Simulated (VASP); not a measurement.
Wanted: the native input for a VASP 6.6.1 run.

```yaml
Task: single point
Functional: PBE
Potentials_or_basis: VASP PAW PBE potentials, release 64 (Sb)
Cutoff: 520 eV
k_mesh: 18 × 18 × 18
Occupations: gaussian, width 0.1 eV
Spin: no spin polarisation
Dipole_correction: no
Further_INCAR_settings: ALGO = Normal; EDIFF = 1e-06; NBANDS = 8
```

The structure of Sb lies in POSCAR:

```
Sb
1.0
    3.1096325701      0.0000000000      0.0000000000
    0.0000000000      3.1096325701      0.0000000000
    0.0000000000      0.0000000000      3.1096325701
Sb
1
Direct
    0.5000000000      0.5000000000      0.5000000000
```

The cell was built from a structure type or drawn by symmetry, and may not be a known phase.

The input as run:

INCAR

```
PREC = Accurate
ENCUT = 520
EDIFF = 1E-6
ISMEAR = 0
SIGMA = 0.1
LREAL = False
LASPH = True
NELM = 60
ALGO = Normal
ISIF = 2
LWAVE = False
LCHARG = False
GGA = PE
NBANDS = 8
```

KPOINTS

```
Automatic mesh
0
Gamma
  18 18 18
```

Potentials or basis: VASP PAW PBE potentials, release 64 (Sb).

Launch:

```sh
$ cat potpaw_PBE.64/Sb/POTCAR > POTCAR
$ mpirun -np 1 vasp_std > vasp.out
```

It gave:

| Item | Value |
| --- | --- |
| Pressure | 0.0 GPa |
| Band gap on the k mesh | zero (an odd number of electrons rules out a gap without spin polarisation) |

Caveat: spin-orbit coupling is left out, which moves the levels of the heavy elements.

It took 54 s on 1 thread of AMD EPYC 7R13, with other jobs on the host, peak memory 0.15 GiB.
